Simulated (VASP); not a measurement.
A run of VASP 6.6.1 is set up as follows.

The input INCAR:

```
SYSTEM = GaP
PREC = Accurate
ENCUT = 520
EDIFF = 1E-6
ISMEAR = 0
SIGMA = 0.02
LREAL = .False.
LASPH = .True.
NELM = 100
ALGO = Normal
ISIF = 2
LWAVE = .False.
LCHARG = .False.
GGA = PE
IVDW = 12
NBANDS = 26
```

Contents of KPOINTS:

```
Automatic mesh
0
Gamma
  12 12 12
  0 0 0
```

POSCAR

```
GaP
1.0
    1.9176505602      1.1071560671      6.3713008759
   -1.9176505602      1.1071560671      6.3713008759
    0.0000000000     -2.2143121342      6.3713008759
Ga P
2 2
Direct
    0.4357859913      0.4357859913      0.4357859913
    0.5642140087      0.5642140087      0.5642140087
    0.0576263665      0.0576263665      0.0576263665
    0.9423736335      0.9423736335      0.9423736335
```

Potentials or basis: VASP PAW PBE potentials, release 64 (Ga_d, P).

Command:

```sh
$ cat potpaw_PBE.64/Ga_d/POTCAR potpaw_PBE.64/P/POTCAR > POTCAR
$ mpirun -np 1 vasp_std > vasp.out
```

Task: Estimate the band gap on the k mesh.

Result: 0.78 eV (least direct gap 1.24 eV).

Task: What does it give for the pressure?

Result: 0.0 GPa.

Task: What does it give for the dispersion energy per atom?

Result: -0.316 eV.

Task: What does it give for the largest force?

Result: 0.041 eV/Å.

Forces on the atoms (eV/Å):
```
Ga   0.000  0.000 -0.003
Ga   0.000  0.000  0.003
P    0.000  0.000 -0.041
P    0.000  0.000  0.041
```

A k mesh can miss the band edges.
